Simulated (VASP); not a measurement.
# Be (Pm-3m) in VASP: a series of runs, part 2 of 2

VASP 6.6.1.

## 3. Relaxation of cell and atoms, PBEsol, target pressure 80 GPa, at which the enthalpy is minimised

This run uses another cell than the first one, of 6.30 Å³/atom.

File INCAR:

```
PREC     = Accurate       # precision mode
ENCUT    = 600            # plane-wave cutoff, eV
EDIFF    = 1E-7           # SCF threshold, eV
ISMEAR   = -1             # smearing method
SIGMA    = 0.1            # smearing width, eV
LREAL    = F              # projectors in reciprocal space
LASPH    = T              # aspherical terms in the spheres
NELM     = 60             # most SCF steps
ALGO     = Normal         # electronic algorithm
ISIF     = 3              # what is computed and relaxed
LWAVE    = F              # write WAVECAR
LCHARG   = F              # write CHGCAR
GGA      = PS             # functional
IBRION   = 2              # ionic algorithm
NSW      = 32             # ionic steps
EDIFFG   = -0.005         # ionic threshold
PSTRESS  = 800.0
```

File KPOINTS:

```
Automatic mesh
0
Gamma
  21 21 21
```

File POSCAR:

```
Be
1.0
    1.8466866426      0.0000000000      0.0000000000
    0.0000000000      1.8466866426      0.0000000000
    0.0000000000      0.0000000000      1.8466866426
Be
1
Direct
    0.0000000000      0.0000000000      0.0000000000
```

Potentials or basis: VASP PAW PBE potentials, release 64 (Be).

On the command line:

```
$ cat potpaw_PBE.64/Be/POTCAR > POTCAR
$ mpirun -np 1 vasp_std > vasp.out
```

OUTCAR:

```text
PREC = Accurate
   ENCUT = 600
   EDIFF = 1E-7
   ISMEAR = -1
   LREAL = F
   LASPH = T
   NELM = 60
   ISIF = 3
   GGA = PS
   IBRION = 2
   NSW = 32
   EDIFFG = -0.005
   PSTRESS = 800.0

 ion  position               nearest neighbor table
   1  0.000  0.000  0.000-

  LATTYP: Found a simple cubic cell.
 ALAT       =     1.8466866426

  Lattice vectors:

 A1 = (   1.8466866426,   0.0000000000,   0.0000000000)
 A2 = (   0.0000000000,   1.8466866426,   0.0000000000)
 A3 = (   0.0000000000,   0.0000000000,   1.8466866426)

Analysis of symmetry for initial positions (statically):
=====================================================================
 Subroutine PRICEL returns:
 Original cell was already a primitive cell.

 Routine SETGRP: Setting up the symmetry group for a
 simple cubic supercell.

 Subroutine GETGRP returns: Found 48 space group operations
 (whereof 48 operations were pure point group operations)
 out of a pool of 48 trial point group operations.

The static configuration has the point symmetry O_h .

Analysis of symmetry for dynamics (positions and initial velocities):
=====================================================================
 Subroutine PRICEL returns:
 Original cell was already a primitive cell.

 Routine SETGRP: Setting up the symmetry group for a
 simple cubic supercell.

 Subroutine GETGRP returns: Found 48 space group operations
 (whereof 48 operations were pure point group operations)
 out of a pool of 48 trial point group operations.

The dynamic configuration has the point symmetry O_h .

 Subroutine INISYM returns: Found 48 space group operations
 (whereof 48 operations are pure point group operations),
 and found     1 'primitive' translations
[... 116 lines left out ...]
  Thomas-Fermi vector in A             =   2.253546
   LORBIT       =      0    0 simple, 1 ext, 2 COOP (PROOUT), +10 PAW based schemes
   GGA     = PS    functional components
   LHFCALC =     F    Hartree Fock is set to
   AEXX    =    0.0000 exact exchange contribution
   IVDW    =     0    specifies the selected vdW correction
   LEPSILON=     F    determine dielectric tensor
   LRPA    =     F    only Hartree local field effects (RPA)
 conjugate gradient relaxation of ions
 non-spin polarized calculation
  energy-cutoff  :      600.00
  volume of cell :        6.30
 maximum number of plane-waves:       220
 NGX is ok and might be reduce to    16
   NGX =  7   NGY =  7   NGZ =  7

--------------------------------------- Ionic step        1  -------------------------------------------

 number of electron       2.0000000 magnetization

 Free energy of the ion-electron system (eV)
  ---------------------------------------------------
  ext. energy  EPLUGINS =         0.00000000
  ---------------------------------------------------
  free energy    TOTEN  =        -2.28562588 eV

  energy without entropy =       -2.27187954  energy(sigma->0) =       -2.27875271

------------------------ aborting loop because EDIFF is reached ----------------------------------------

  FORCE on cell =-STRESS in cart. coord.  units (eV):
  Direction    XX          YY          ZZ          XY          YZ          ZX
  --------------------------------------------------------------------------------------
  -------------------------------------------------------------------------------------
  Total        3.1733385      3.1733385      3.1733385      0.0000000      0.0000000     -0.0000000
  in kB      807.3230559    807.3230559    807.3230559      0.0000000      0.0000000     -0.0000000
  external PRESSURE =       7.3230559 kB  Pullay stress =     800.0000000 kB
[... 61 lines left out ...]
--------------------------------------- Ionic step        3  -------------------------------------------

 number of electron       2.0000000 magnetization

 Free energy of the ion-electron system (eV)
  ---------------------------------------------------
  ext. energy  EPLUGINS =         0.00000000
  ---------------------------------------------------
  free energy    TOTEN  =        -2.29351814 eV

  energy without entropy =       -2.27977175  energy(sigma->0) =       -2.28664495

 E-fermi :   9.4085     XC(G=0): -11.3678

 val. band max:        9.3862176842   @ k =   0.4286   0.3810   0.2857
 cond. band min:       9.4216623934   @ k =   0.4762   0.2857   0.0952
 fundamental gap:      0.0354447092
 Fermi energy:         9.4084632614

 k-point     1 :       0.0000    0.0000    0.0000
  band No.  band energies     occupation
      1      -3.5072      2.00000
      2      28.1650      0.00000
      3      28.1650      0.00000
      4      28.1650      0.00000
      5      34.5707      0.00000
[... 177 lines left out ...]
 k-point    24 :       0.1905    0.0952    0.0000
  band No.  band energies     occupation
      1      -2.1745      2.00000
      2      18.9616      0.00000
      3      26.4751      0.00000
      4      29.7885      0.00000
      5      39.3902      0.00000

 [... further k-points ...]

------------------------ aborting loop because EDIFF is reached ----------------------------------------

  FORCE on cell =-STRESS in cart. coord.  units (eV):
  Direction    XX          YY          ZZ          XY          YZ          ZX
  --------------------------------------------------------------------------------------
  -------------------------------------------------------------------------------------
  Total        3.1527545      3.1527545      3.1527545      0.0000000      0.0000000     -0.0000000
  in kB      800.0872886    800.0872886    800.0872886      0.0000000      0.0000000     -0.0000000
  external PRESSURE =       0.0872886 kB  Pullay stress =     800.0000000 kB
[... 20 lines left out ...]
  energy  without entropy=       -2.2797717545  energy(sigma->0) =       -2.28664495

  enthalpy is  TOTEN    =         0.8588923675 eV   P V=        3.1524105083

 reached required accuracy - stopping structural energy minimisation
```

OSZICAR:

```text
N       E                     dE             d eps       ncg     rms          rms(c)
DAV:   1    -0.267306629466E-01   -0.26731E-01   -0.12867E+03  3070   0.375E+02
DAV:   2    -0.230644280476E+01   -0.22797E+01   -0.21316E+01  3850   0.451E+01
DAV:   3    -0.231328766586E+01   -0.68449E-02   -0.68317E-02  3470   0.223E+00
DAV:   4    -0.231328987893E+01   -0.22131E-05   -0.22128E-05  4035   0.404E-02
[... 11 lines left out ...]
DAV:   4    -0.229876423506E+01    0.13491E-08   -0.31365E-10  1595   0.178E-04
   2 F= 0.85890780E+00 E0= 0.86578102E+00  d E =-.201059E-04
       N       E                     dE             d eps       ncg     rms          rms(c)
DAV:   1    -0.229351816375E+01    0.52461E-02   -0.44041E-05  3195   0.734E-02    0.333E-03
DAV:   2    -0.229351814079E+01    0.22962E-07   -0.81190E-08  3435   0.310E-03
   3 F= 0.85889237E+00 E0= 0.86576556E+00  d E =-.355416E-04
```

CONTCAR:

```text
Be
   1.00000000000000
     1.8482233553678562    0.0000000000000000   -0.0000000000000000
     0.0000000000000000    1.8482233553678562    0.0000000000000000
     0.0000000000000000    0.0000000000000000    1.8482233553678562
  Be
     1
Direct
     0.0000000000000000    0.0000000000000000    0.0000000000000000

  0.00000000E+00  0.00000000E+00  0.00000000E+00
```

Run time: 20 s. Hardware: 1 thread of AMD EPYC 7R13, shared host; peak memory 0.09 GiB.

Results:

| Quantity | Value |
| --- | --- |
| Free energy | -2.2935 eV |
| Relaxed volume | 6.31 Å³/atom |
| Relaxed cell | a = 1.848 Å, b = 1.848 Å, c = 1.848 Å, α = 90.00°, β = 90.00°, γ = 90.00° |
| Space group after relaxing (to 0.1 Å) | Pm-3m (No. 221) |
| Energy change on relaxing (the run minimises the enthalpy) | -7.9 meV/atom |
| Ionic steps | 3 |
| Pressure after relaxing | 80.0 GPa |
| Band gap on the k mesh | zero (bands 1 and 2 overlap by 7.82 eV) |

Step by step:
```
step  energy change (eV)  largest force (eV/Å)  pressure (GPa)  volume (Å³)
   1              0.0000                0.0000           80.73         6.30
   2             -0.0131                0.0000           79.53         6.32
   3             -0.0079                0.0000           80.01         6.31
```

Final structure:
```
Be
1.0
     1.84822    0.00000    0.00000
     0.00000    1.84822    0.00000
     0.00000    0.00000    1.84822
Be
1
Direct
  0.00000 0.00000 0.00000
```

Levels at points of the mesh, in eV from the Fermi level:
```csv
k point,band 1,band 2,band 3,band 4,band 5
"(0.00, 0.00, 0.00)",-12.92,18.76,18.76,18.76,25.16
```

Caveat: the cell is relaxed towards a set pressure, so the run minimises the enthalpy, not the energy; the PAW data sets were made with another functional, which shifts forces and pressure a little.
